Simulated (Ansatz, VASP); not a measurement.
## Two plane-wave programs on MnAs3H4S6N

File INCAR:

```
SYSTEM = MnAs3H4S6N
  PREC = Accurate
  ENCUT = 520
  EDIFF = 1E-8
  ISMEAR = -1
  SIGMA = 0.02
  LREAL = Auto
  LASPH = .True.
  NELM = 150
  ALGO = Normal
  ISIF = 2
  LWAVE = .False.
  LCHARG = .False.
  ISPIN = 2
  MAGMOM = 5 0 0 0 0 0 0 0 0 0 0 0 0 0 0
  LORBIT = 11
  LMAXMIX = 4
  LDAU = .True.
  LDAUTYPE = 2
  LDAUL = 2 -1 -1 -1 -1
  LDAUU = 3.9 0 0 0 0
  LDAUJ = 0 0 0 0 0
  LDAUPRINT = 1
  GGA = PE
  LEFG = .True.
  NBANDS = 54
  KPAR = 4
```

The input KPOINTS:

```
regular mesh
0
Gamma
  5 5 5
  0 0 0
```

The input POSCAR:

```
MnAs3H4S6N
1.0
    4.5936000000      2.6521161965      3.6179666667
   -4.5936000000      2.6521161965      3.6179666667
    0.0000000000     -5.3042323931      3.6179666667
Mn H As S N
1 4 3 6 1
Direct
    0.7866472816      0.7866472816      0.7866472816
    0.3177277081      0.1206321538      0.1432441962
    0.1432441962      0.3177277081      0.1206321538
    0.1206321538      0.1432441962      0.3177277081
    0.0686876780      0.0686876780      0.0686876780
    0.6864899622      0.2740824663      0.5407117274
    0.5407117274      0.6864899622      0.2740824663
    0.2740824663      0.5407117274      0.6864899622
    0.5752877435      0.4273465291      0.8559638353
    0.8559638353      0.5752877435      0.4273465291
    0.4273465291      0.8559638353      0.5752877435
    0.9603699005      0.1031323979      0.6488369652
    0.6488369652      0.9603699005      0.1031323979
    0.1031323979      0.6488369652      0.9603699005
    0.1638994549      0.1638994549      0.1638994549
```

Input for Ansatz:

```yaml
crystal:
  lattice:
    - [4.5936, 2.6521161965, 3.6179666667]
    - [-4.5936, 2.6521161965, 3.6179666667]
    - [0.0, -5.3042323931, 3.6179666667]
  atoms:
    - { symbol: Mn, position: [0.7866472816, 0.7866472816, 0.7866472816], spin: 5.0 }
    - { symbol: H, position: [0.3177277081, 0.1206321538, 0.1432441962] }
    - { symbol: H, position: [0.1432441962, 0.3177277081, 0.1206321538] }
    - { symbol: H, position: [0.1206321538, 0.1432441962, 0.3177277081] }
    - { symbol: H, position: [0.068687678, 0.068687678, 0.068687678] }
    - { symbol: As, position: [0.6864899622, 0.2740824663, 0.5407117274] }
    - { symbol: As, position: [0.5407117274, 0.6864899622, 0.2740824663] }
    - { symbol: As, position: [0.2740824663, 0.5407117274, 0.6864899622] }
    - { symbol: S, position: [0.5752877435, 0.4273465291, 0.8559638353] }
    - { symbol: S, position: [0.8559638353, 0.5752877435, 0.4273465291] }
    - { symbol: S, position: [0.4273465291, 0.8559638353, 0.5752877435] }
    - { symbol: S, position: [0.9603699005, 0.1031323979, 0.6488369652] }
    - { symbol: S, position: [0.6488369652, 0.9603699005, 0.1031323979] }
    - { symbol: S, position: [0.1031323979, 0.6488369652, 0.9603699005] }
    - { symbol: "N", position: [0.1638994549, 0.1638994549, 0.1638994549] }
magnetization:
  spin_polarized: true
kpoints:
  mp_grid: { grid: [5, 5, 5] }
scf:
  occupations: { method: fermi_dirac, width: 0.02 }
hamiltonian:
  xc: pbe
  pseudopotentials: { kind: paw }
  hubbard: [{ species: Mn, l: d, u_eff: 3.9 }]
output:
  forces: true
  stress: true
  populations: true
  efg:
    quadrupole_moments_barn: { Mn: 0.33, H: 0.00285783, As: 0.311, S: -0.0694, "N": 0.02044 }
    contact_densities: true
```

Alike in both runs: task electric field gradients; functional PBE; k mesh 5 × 5 × 5; occupations fermi-dirac, width 0.02 eV; collinear spin; Hubbard terms Mn d U = 3.9 eV.

|  | VASP | Ansatz |
| --- | --- | --- |
| version | VASP 6.6.1 | Ansatz 0.2.0 |
| potentials or method | VASP PAW PBE potentials, release 64 (Mn_pv, H, As, S, N) | plane-wave PAW, scalar-relativistic |
| plane-wave cutoff (eV) | 520 | 420 |
| valence electrons in the cell | 73 | 105 |

Ansatz gave:

- gap on the k mesh at the Fermi level (eV): 1.88
- pressure (GPa): 2.0
- traceless stress, the component that is largest in VASP (GPa): -0.09
- rms of the force components (eV/Å): 0.121
- net moment per atom (μB): 0.33
- size of the moment on the site where the two differ most (μB): 4.34
- size of Vzz on the site where it differs most (V/Å²): 190.9

Task: Estimate VASP's values.

Result: gap on the k mesh at the Fermi level (eV): 1.86; pressure (GPa): 2.0; traceless stress, the component that is largest in VASP (GPa): -0.14; rms of the force components (eV/Å): 0.116; net moment per atom (μB): 0.33; size of the moment on the site where the two differ most (μB): 4.50; size of Vzz on the site where it differs most (V/Å²): 182.7.

Site moments also hang on the region over which each program counts them. The programs project onto different local orbitals, so the same U acts differently, and such runs can settle in different states. Atom by atom the forces differ by 0.018 eV/Å (rms over components). VASP's potentials hold 73 valence electrons a cell and Ansatz's 105, so a difference there can come from the potentials and not from the codes.
